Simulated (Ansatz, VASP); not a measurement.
**GaAs2 in VASP and in Ansatz**

```xyz
3
Lattice="3.8730 0.0000 0.0000 -1.9365 3.3541 0.0000 0.0000 0.0000 5.2906" Properties=species:S:1:pos:R:3 pbc="T T T"
Ga    0.0000    0.0000    2.6453
As    0.0000    2.2361    4.0766
As    0.0000    2.2361    1.2140
```

Alike in both runs: functional PBE; k mesh 6 × 6 × 3; occupations gaussian, width 0.2 eV; no spin polarisation.

Ansatz relaxed the structure, and its values are those at the end. VASP's run is a single point on that final structure, the one shown.

```csv
,VASP,Ansatz
version,VASP 6.6.1,Ansatz 0.2.0
potentials or method,"VASP PAW PBE potentials, release 64 (Ga_d, As), cutoff 500 eV","scalar-relativistic, plane waves, PAW"
valence electrons in the cell,23,43
```

Ansatz gave:

| Item | Value |
| --- | --- |
| gap on the k mesh at the Fermi level (eV) | none |
| pressure (GPa) | 0.2 |
| rms of the force components (eV/Å) | 0.003 |

Task: Which values does VASP return?

Result: gap on the k mesh at the Fermi level (eV): none; pressure (GPa): 0.4; rms of the force components (eV/Å): 0.010.

A gap of «none» marks a metal or a gap that the smearing closes. VASP's potentials hold 23 valence electrons a cell and Ansatz's 43, so a difference there can come from the potentials and not from the codes.

The k mesh is coarse, so the values compare programs but aren't converged.
